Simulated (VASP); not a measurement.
# Ta8N9 (a cell with a defect) in VASP: single point with PBE

Aim: the single point of Ta8N9 (a cell with a defect) with PBE.

Everything below comes from runs of VASP 6.6.1. Logs are shortened: lines on timing, memory, paths and dates and some standing lists are left out, and cuts for length are marked.

**1. The cell of the first run**

The cell holds a defect, 17 atoms: a = 6.247 Å, b = 6.247 Å, c = 6.247 Å, α = 60.00°, β = 60.00°, γ = 60.00°.

**2. Single point, PBE (with an interstitial atom, then relaxed in part)**

The input, INCAR:

```
ALGO     = Normal         # electronic algorithm
EDIFF    = 1E-6           # SCF threshold, eV
ENCUT    = 520            # plane-wave cutoff, eV
GGA      = PE             # functional
ISIF     = 2              # what is computed and relaxed
ISMEAR   = 0              # smearing method
LASPH    = T              # aspherical terms in the spheres
LCHARG   = F              # write CHGCAR
LREAL    = Auto         
LWAVE    = F              # write WAVECAR
NBANDS   = 80             # bands
NELM     = 100            # most SCF steps
PREC     = Accurate       # precision mode
SIGMA    = 0.1            # smearing width, eV
```

The input, KPOINTS:

```
k-points
0
Gamma
  5 5 5
```

The input, POSCAR:

```
Ta8N9
1.0
    0.0000000000      4.4172695543     -4.4172695543
    4.4172695543      4.4172695543      0.0000000000
    4.4172695543      0.0000000000     -4.4172695543
Ta N
8 9
Direct
    0.2086102962      0.7839162520      0.2526414046
    0.2761886512      0.2274965369      0.2407518751
    0.7294286486      0.7745941325      0.2532334577
    0.7614025494      0.2291306240      0.2560809306
    0.2853799030      0.7065490186      0.7528705784
    0.2539954937      0.2702194020      0.7474120880
    0.7718380492      0.7525838643      0.7257617627
    0.7306603485      0.2597354823      0.7512887253
   -0.0034972734      0.0153205834      0.5239636125
    0.0166992033      0.5015397331      0.4412039402
    0.4794109965      0.0109637384      0.5296154900
    0.5170836470      0.4949395239      0.4618980308
    0.0218520671     -0.0590887105      0.9828033746
    0.0030096297      0.5147580563      1.0387771493
    0.5127422634     -0.0223032378      0.9776552549
    0.4424841340      0.5197897389      1.0524676849
    0.8740702363      0.3726212642      0.8755533368
```

Potentials or basis: VASP PAW PBE potentials, release 64 (Ta_pv, N).

Run with:

```bash
cat potpaw_PBE.64/Ta_pv/POTCAR potpaw_PBE.64/N/POTCAR > POTCAR
mpirun -np 1 vasp_std > vasp.out
```

OUTCAR:

```text
EDIFF = 1E-6
   ENCUT = 520
   GGA = PE
   ISIF = 2
   ISMEAR = 0
   LASPH = T
   LREAL = Auto
   NELM = 100
   PREC = Accurate

 ion  position               nearest neighbor table
   1  0.209  0.784  0.253-  16 2.06  13 2.08  10 2.14  15 2.23   9 2.24  12 2.32   4 2.79   7 2.85
                             2 2.97   3 3.02   6 3.11   6 3.16   5 3.16   5 3.16   3 3.23   2 3.32
   2  0.276  0.227  0.241-  16 2.08  10 2.11  14 2.13   9 2.20  11 2.20  15 2.27   3 2.83   8 2.95
                             1 2.97   5 3.02   6 3.03   4 3.09   4 3.16   5 3.23   6 3.24   8 3.30
   3  0.729  0.775  0.253-  13 2.08  14 2.11  10 2.13  12 2.20  15 2.20  11 2.27   2 2.83   4 2.95
                             5 2.97   1 3.02   7 3.02   8 3.08   8 3.17   1 3.23   7 3.24   4 3.30
   4  0.761  0.229  0.256-  17 1.94  12 2.09  11 2.22   9 2.24  16 2.34  14 2.35  13 2.48   1 2.79
                             3 2.95   7 2.96   2 3.09   8 3.10   6 3.13   6 3.14   8 3.16   2 3.16
   5  0.285  0.707  0.753-  13 2.06  16 2.08  14 2.14  11 2.23  12 2.24   9 2.32   8 2.79   6 2.85
                             3 2.97   2 3.02   7 3.11   7 3.16   1 3.16   1 3.16   2 3.23   3 3.32
   6  0.254  0.270  0.747-  17 1.94  11 2.11  12 2.17  15 2.18  14 2.37  10 2.42  13 2.51   5 2.85
                             8 2.96   7 3.02   2 3.03   1 3.11   4 3.13   4 3.14   1 3.16   2 3.24
   7  0.772  0.753  0.726-  17 1.94  15 2.11   9 2.17  11 2.18  10 2.37  14 2.43  16 2.52   1 2.85
                             4 2.96   6 3.02   3 3.02   5 3.11   8 3.13   8 3.14   5 3.16   6 3.24
   8  0.731  0.260  0.751-  17 1.94   9 2.09  15 2.22  12 2.24  13 2.34  10 2.35  16 2.48   5 2.79
                             2 2.95   6 2.96   3 3.08   4 3.10   7 3.13   7 3.14   4 3.16   3 3.17
   9  0.997  0.015  0.524-   8 2.09   7 2.17   2 2.20   4 2.24   1 2.24   5 2.32
  10  0.017  0.502  0.441-   2 2.11   3 2.13   1 2.14   8 2.35   7 2.37   6 2.42
  11  0.479  0.011  0.530-   6 2.11   7 2.18   2 2.20   4 2.22   5 2.23   3 2.27
  12  0.517  0.495  0.462-   4 2.09   6 2.17   3 2.20   8 2.24   5 2.24   1 2.32
  13  0.022  0.941  0.983-   5 2.06   3 2.08   1 2.08   8 2.34   4 2.48   6 2.51
  14  0.003  0.515  0.039-   3 2.11   2 2.13   5 2.14   4 2.35   6 2.37   7 2.43
  15  0.513  0.978  0.978-   7 2.11   6 2.18   3 2.20   8 2.22   1 2.23   2 2.27
  16  0.442  0.520  0.052-   1 2.06   2 2.08   5 2.08   4 2.34   8 2.48   7 2.52
  17  0.874  0.373  0.876-   4 1.94   6 1.94   8 1.94   7 1.94

  LATTYP: Found a face centered cubic cell.
 ALAT       =     8.8345391086

  Lattice vectors:

 A1 = (   0.0000000000,   4.4172695543,  -4.4172695543)
 A2 = (   4.4172695543,   4.4172695543,   0.0000000000)
 A3 = (   4.4172695543,   0.0000000000,  -4.4172695543)

Analysis of symmetry for initial positions (statically):
=====================================================================
 Subroutine PRICEL returns:
 Original cell was already a primitive cell.

 Routine SETGRP: Setting up the symmetry group for a
 face centered cubic supercell.

 Subroutine GETGRP returns: Found  1 space group operations
 (whereof  1 operations were pure point group operations)
 out of a pool of 48 trial point group operations.

The static configuration has the point symmetry C_1 .

Analysis of symmetry for dynamics (positions and initial velocities):
=====================================================================
 Subroutine PRICEL returns:
 Original cell was already a primitive cell.

 Routine SETGRP: Setting up the symmetry group for a
 face centered cubic supercell.

 Subroutine GETGRP returns: Found  1 space group operations
 (whereof  1 operations were pure point group operations)
 out of a pool of 48 trial point group operations.

The dynamic configuration has the point symmetry C_1 .

 Subroutine INISYM returns: Found  1 space group operations
 (whereof  1 operations are pure point group operations),
 and found     1 'primitive' translations

----------------------------------------------------------------------------------------

                                     Primitive cell

  volume of cell :     172.3819

  direct lattice vectors                    reciprocal lattice vectors
     0.000000000  4.417269554 -4.417269554    -0.113192096  0.113192096 -0.113192096
     4.417269554  4.417269554  0.000000000     0.113192096  0.113192096  0.113192096
     4.417269554  0.000000000 -4.417269554     0.113192096 -0.113192096 -0.113192096

  length of vectors
     6.246962512  6.246962512  6.246962512     0.196054462  0.196054462  0.196054462

  position of ions in fractional coordinates (direct lattice)
     0.208610296  0.783916252  0.252641405
     0.276188651  0.227496537  0.240751875
     0.729428649  0.774594132  0.253233458
     0.761402549  0.229130624  0.256080931
     0.285379903  0.706549019  0.752870578
     0.253995494  0.270219402  0.747412088
[... 9 lines left out ...]
     0.442484134  0.519789739  0.052467685
     0.874070236  0.372621264  0.875553337

  ion indices of the primitive-cell ions
   primitive index   ion index
                 1           1
                 2           2
                 3           3
                 4           4
                 5           5
                 6           6
[... 9 lines left out ...]
                16          16
                17          17

----------------------------------------------------------------------------------------

 KPOINTS: k-points

Automatic generation of k-mesh.
 Grid dimensions read from file:
 generate k-points for:    5    5    5

 Generating k-lattice:

  Cartesian coordinates                     Fractional coordinates (reciprocal lattice)
    -0.022638419  0.022638419 -0.022638419     0.200000000  0.000000000  0.000000000
     0.022638419  0.022638419  0.022638419     0.000000000  0.200000000  0.000000000
     0.022638419 -0.022638419 -0.022638419     0.000000000  0.000000000  0.200000000

  Length of vectors
     0.039210892  0.039210892  0.039210892

  Shift w.r.t. Gamma in fractional coordinates (k-lattice)
     0.000000000  0.000000000  0.000000000

 Subroutine IBZKPT returns following result:
 ===========================================

 Found     63 irreducible k-points:

 Following reciprocal coordinates:
            Coordinates               Weight
  0.000000  0.000000  0.000000      1.000000
  0.200000  0.000000  0.000000      2.000000
  0.000000  0.200000  0.000000      2.000000
  0.000000  0.000000  0.200000      2.000000
  0.200000  0.200000  0.200000      2.000000
  0.400000  0.000000  0.000000      2.000000
[... 16 lines left out ...]
  0.200000  0.400000  0.400000      2.000000
  0.400000  0.000000  0.200000      2.000000
 [... further k-points ...]
   k-points           NKPTS =     63   k-points in BZ     NKDIM =     63   number of bands    NBANDS=     80
   number of dos      NEDOS =    301   number of ions     NIONS =     17
   total plane-waves  NPLWV = 110592
   dimension x,y,z NGX =    48 NGY =   48 NGZ =   48
   dimension x,y,z NGXF=    96 NGYF=   96 NGZF=   96
   ions per type =               8   9
   NGX,Y,Z   is equivalent  to a cutoff of  12.77, 12.77, 12.77 a.u.
   NGXF,Y,Z  is equivalent  to a cutoff of  25.55, 25.55, 25.55 a.u.
 SYSTEM =  unknown system
   PREC   = accura    normal or accurate (medium, high low for compatibility)
   ISTART =      0    job   : 0-new  1-cont  2-samecut
   ICHARG =      2    charge: 1-file 2-atom 10-const
   ISPIN  =      1    spin polarized calculation?
   LNONCOLLINEAR =      F non collinear calculations
   LSORBIT =      F    spin-orbit coupling
   LASPH  =      T    aspherical Exc in radial PAW
   ENCUT  =  520.0 eV  38.22 Ry    6.18 a.u.  11.62 11.62 11.62*2*pi/ulx,y,z
   NELM   =    100;   NELMIN=  2; NELMDL= -5     # of ELM steps
   EDIFF  = 0.1E-05   stopping-criterion for ELM
   LREAL  =      T    real-space projection
   EDIFFG = 0.1E-04   stopping-criterion for IOM
   NSW    =      0    number of steps for IOM
   IBRION =     -1    ionic relax: 0-MD 1-quasi-New 2-CG
   NFREE  =      0    steps in history (QN), initial steepest desc. (CG)
   ISIF   =      2    stress and relaxation
   ISYM   =      2    0-nonsym 1-usesym 2-fastsym
   POTIM  = 0.5000    time-step for ionic-motion
   TEBEG  =    0.0;   TEEND  =   0.0 temperature during run
   PSTRESS=    0.0 pullay stress
   NELECT =     133.0000    total number of electrons
   NUPDOWN=      -1.0000    fix difference up-down
   EMIN   =  10.00;   EMAX   =-10.00  energy-range for DOS
   EFERMI =   0.00;   METHOD = LEGACY
   ISMEAR =     0;   SIGMA  =   0.10  broadening in eV -4-tet -1-fermi 0-gaus
   EFERMI_NEDOS =   21; number of points for ismear=-14 and -15
   IALGO  =     38    algorithm
   IMIX   =      4    mixing-type and parameters
     AMIX     =   0.40;   BMIX     =  1.00
     AMIX_MAG =   1.60;   BMIX_MAG =  1.00
  volume/ion in A,a.u.               =      10.14        68.43
  Fermi-wavevector in a.u.,A,eV,Ry     =   1.501510  2.837442 30.674762  2.254531
  Thomas-Fermi vector in A             =   2.612871
   LORBIT       =      0    0 simple, 1 ext, 2 COOP (PROOUT), +10 PAW based schemes
   GGA     = PE    functional components
   LHFCALC =     F    Hartree Fock is set to
   AEXX    =    0.0000 exact exchange contribution
   IVDW    =     0    specifies the selected vdW correction
   LEPSILON=     F    determine dielectric tensor
   LRPA    =     F    only Hartree local field effects (RPA)
 non-spin polarized calculation
 Gauss-broadening in eV      SIGMA  =   0.10
  energy-cutoff  :      520.00
  volume of cell :      172.38
 maximum number of plane-waves:      4675
   NGX = 23   NGY = 23   NGZ = 23

 number of electron     133.0000003 magnetization

 Free energy of the ion-electron system (eV)
  ---------------------------------------------------
  ext. energy  EPLUGINS =         0.00000000
  ---------------------------------------------------
  free energy    TOTEN  =      -179.82385137 eV

  energy without entropy =     -179.80135725  energy(sigma->0) =     -179.81260431

 E-fermi :   9.3381     XC(G=0): -13.5207

 val. band max:        9.3011134339   @ k =   0.4000   0.2000  -0.4000
 cond. band min:       9.3412625674   @ k =   0.2000   0.2000   0.4000
 fundamental gap:      0.0401491336
 Fermi energy:         9.3380850386

 k-point     1 :       0.0000    0.0000    0.0000
  band No.  band energies     occupation
      1     -27.2351      2.00000
      2     -27.0331      2.00000
      3     -26.9807      2.00000
      4     -26.9789      2.00000
      5     -26.9115      2.00000
      6     -26.8549      2.00000
[... 70 lines left out ...]
     77      11.7766      0.00000
     78      11.7968      0.00000

 k-point     2 :       0.2000    0.0000    0.0000
  band No.  band energies     occupation
      1     -27.1867      2.00000
      2     -26.9986      2.00000
      3     -26.9454      2.00000
      4     -26.9272      2.00000
      5     -26.8852      2.00000
      6     -26.8263      2.00000
[... 70 lines left out ...]
     77      11.7581      0.00000
     78      11.9596      0.00000
[... 1699 lines left out ...]
     77      11.7841      0.00000
     78      11.9105      0.00000

 k-point    24 :       0.4000    0.0000    0.2000
  band No.  band energies     occupation
      1     -27.0739      2.00000
      2     -26.9117      2.00000
      3     -26.8683      2.00000
      4     -26.8348      2.00000
      5     -26.8243      2.00000
      6     -26.7605      2.00000
[... 70 lines left out ...]
     77      11.8156      0.00000
     78      11.9070      0.00000

 [... further k-points ...]

 [bands above 78 left out]

------------------------ aborting loop because EDIFF is reached ----------------------------------------

  FORCE on cell =-STRESS in cart. coord.  units (eV):
  Direction    XX          YY          ZZ          XY          YZ          ZX
  --------------------------------------------------------------------------------------
  -------------------------------------------------------------------------------------
  Total       45.1634596     17.9539642     17.4015589     -0.0326582      0.0035946     -3.2871434
  in kB      419.7648639    166.8703731    161.7361264     -0.3035365      0.0334096    -30.5518512
  external PRESSURE =     249.4571211 kB  Pullay stress =       0.0000000 kB

 VOLUME and BASIS-vectors are now :
 -----------------------------------------------------------------------------
  energy-cutoff  :      520.00
  volume of cell :      172.38
      direct lattice vectors                 reciprocal lattice vectors
     0.000000000  4.417269554 -4.417269554    -0.113192096  0.113192096 -0.113192096
     4.417269554  4.417269554  0.000000000     0.113192096  0.113192096  0.113192096
     4.417269554  0.000000000 -4.417269554     0.113192096 -0.113192096 -0.113192096

 POSITION                                       TOTAL-FORCE (eV/Angst)
 -----------------------------------------------------------------------------------
      4.57875      4.38426     -2.03747         0.035154      0.005027      0.000694
      2.06838      2.22491     -2.28347        -0.027768     -0.012680     -0.018062
      4.54019      6.64367     -4.34068         0.030422     -0.010412      0.018505
      2.14331      4.37545     -4.49450         0.013660     -0.037582     -0.045562
      6.44665      4.38162     -4.58623        -0.034592      0.016356      0.001044
      4.49515      2.31560     -4.42349        -0.033083      0.050382     -0.041142
[... 9 lines left out ...]
      2.52782      4.25062     -2.18634        -0.013512      0.019506     -0.016283
      5.51352      5.50697     -7.72856         0.004377     -0.021059      0.004802
 -----------------------------------------------------------------------------------
    total drift:                               -0.001518      0.004713      0.000944

  FREE ENERGIE OF THE ION-ELECTRON SYSTEM (eV)
  ---------------------------------------------------
  free  energy   TOTEN  =      -179.8238513682 eV

  energy  without entropy=     -179.8013572531  energy(sigma->0) =     -179.81260431
```

It took 71 min on 1 thread of Intel Xeon 8259CL, shared host; peak memory 0.67 GiB.

What came out:

* Free energy: -179.8239 eV
* Pressure: 24.9 GPa
* Largest force: 0.073 eV/Å
* Band gap on the k mesh: zero (an odd number of electrons rules out a gap without spin polarisation)

Forces on the atoms (eV/Å):
```
Ta   0.035  0.005  0.001
Ta  -0.028 -0.013 -0.018
Ta   0.030 -0.010  0.019
Ta   0.014 -0.038 -0.046
Ta  -0.035  0.016  0.001
Ta  -0.033  0.050 -0.041
Ta   0.023  0.040  0.028
Ta  -0.021 -0.034  0.048
N   -0.006  0.007 -0.016
N    0.006 -0.015 -0.016
N   -0.001 -0.013  0.003
N    0.010 -0.001  0.014
N    0.016  0.017  0.025
N   -0.011 -0.006  0.012
N    0.010 -0.005 -0.002
N   -0.014  0.020 -0.016
N    0.004 -0.021  0.005
```

Stress tensor (GPa, compression positive):
```
41.98 -0.03 -3.06
-0.03 16.69  0.00
-3.06  0.00 16.17
```

Caveat: the cell differs from its parent crystal (with an interstitial atom, then relaxed in part); spin-orbit coupling is left out, which moves the levels of the heavy elements; an odd number of electrons without spin polarisation forces a metal; a magnetic or distorted state may lie lower.

The gap in the log of VASP goes by the Fermi energy; the results here count the filled bands.